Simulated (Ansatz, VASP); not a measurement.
**AlNi: VASP beside Ansatz**

INCAR

```
PREC = Accurate
ENCUT = 520
EDIFF = 1E-7
ISMEAR = 0
SIGMA = 0.15
LREAL = F
LASPH = T
NELM = 60
ALGO = Fast
ISIF = 2
LWAVE = F
LCHARG = T
GGA = PS
LELF = T
LVHAR = T
NBANDS = 14
```

File KPOINTS:

```
regular mesh
0
Gamma
  16 16 16
```

File POSCAR:

```
AlNi
1.0
    2.0211996418     -2.0211459310      0.0000000000
    2.0211996418      2.0211459310      0.0000000000
    0.0000000000      0.0000000000      2.8688666946
Al Ni
1 1
Direct
   -0.0132942903      0.0000000000      0.0000000000
    0.5061114266      0.5000000000      0.5000000000
```

Input for Ansatz:

```yaml
crystal:
  lattice:
    - [2.0211996418, -2.021145931, 0.0]
    - [2.0211996418, 2.021145931, 0.0]
    - [0.0, 0.0, 2.8688666946]
  atoms:
    - { symbol: Al, position: [-0.0132942903, 0.0, 0.0] }
    - { symbol: Ni, position: [0.5061114266, 0.5, 0.5] }
basis:
  ecutwfc: 520.0
kpoints:
  mp_grid: { grid: [16, 16, 16] }
hamiltonian:
  xc: pbesol
  pseudopotentials: { kind: paw, azcp: { folder: soft_1 } }
scf:
  occupations: { method: gaussian, width: 0.15 }
output:
  forces: true
  stress: true
  eigenvalues: true
```

Change from the starting cell: mode 4 frozen in at -0.038 Å and mode 6 at +0.000 Å (largest displacements).

Alike in both runs: task single point; functional PBEsol; k mesh 16 × 16 × 16; occupations gaussian, width 0.15 eV; no spin polarisation.

```csv
,VASP,Ansatz
version,VASP 6.6.1,Ansatz 0.2.0
potentials or method,"VASP PAW PBE potentials, release 64 (Al, Ni), cutoff 520 eV","scalar-relativistic, plane waves, PAW"
valence electrons in the cell,13,21
```

```csv
,VASP,Ansatz,Ansatz less VASP
gap on the k mesh at the Fermi level (eV),none,none,-
pressure (GPa),0.4,0.2,-0.19
"traceless stress, the component that is largest in VASP (GPa)",-0.16,-0.16,+0.004
rms of the force components (eV/Å),0.200,0.199,-0.0018
```

VASP's potentials were made for PBE, not for PBEsol, and Ansatz warns of the same on its side. Atom by atom the forces differ by 0.002 eV/Å (rms over components). A gap of «none» marks a metal or a gap that the smearing closes. VASP's potentials hold 13 valence electrons a cell and Ansatz's 21, so a difference there can come from the potentials and not from the codes. Ansatz's warnings: near symmetry operations not taken.
